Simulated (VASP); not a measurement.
WS2 (Tungstenite):

```
CELL_PARAMETERS angstrom
3.11508 0.00000 0.00000
-1.55754 2.69774 0.00000
0.00000 0.00000 12.24483
ATOMIC_POSITIONS crystal
W 0.66667 0.33333 0.75000
W 0.33333 0.66667 0.25000
S 0.66667 0.33333 0.37500
S 0.33333 0.66667 0.87500
S 0.66667 0.33333 0.12500
S 0.33333 0.66667 0.62500
```

Program: VASP 6.6.1. Alike in all runs: task single point; no spin polarisation; cell as given; k mesh 10 × 10 × 3; cutoff (eV) 520; smearing fermi-dirac 0.05 eV.

Order these runs on this cell by their pressure, lowest first.
A. level LDA; potentials or basis VASP PAW LDA potentials, release 64 (W_sv, S)
B. level PBE+D3(BJ); potentials or basis VASP PAW PBE potentials, release 64 (W_sv, S)
C. level PBE; potentials or basis VASP PAW PBE potentials, release 64 (W_sv, S)
D. level RPBE+D3(BJ); potentials or basis VASP PAW PBE potentials, release 64 (W_sv, S)

D (-4.6 GPa), A (5.5 GPa), B (9.5 GPa), C (13.8 GPa).

Caveats: this functional lacks dispersion, which binds the layers, so the pressure and a relaxed spacing across them are unreliable (some runs); the PAW data sets were made with another functional, which shifts forces and pressure a little (some runs).
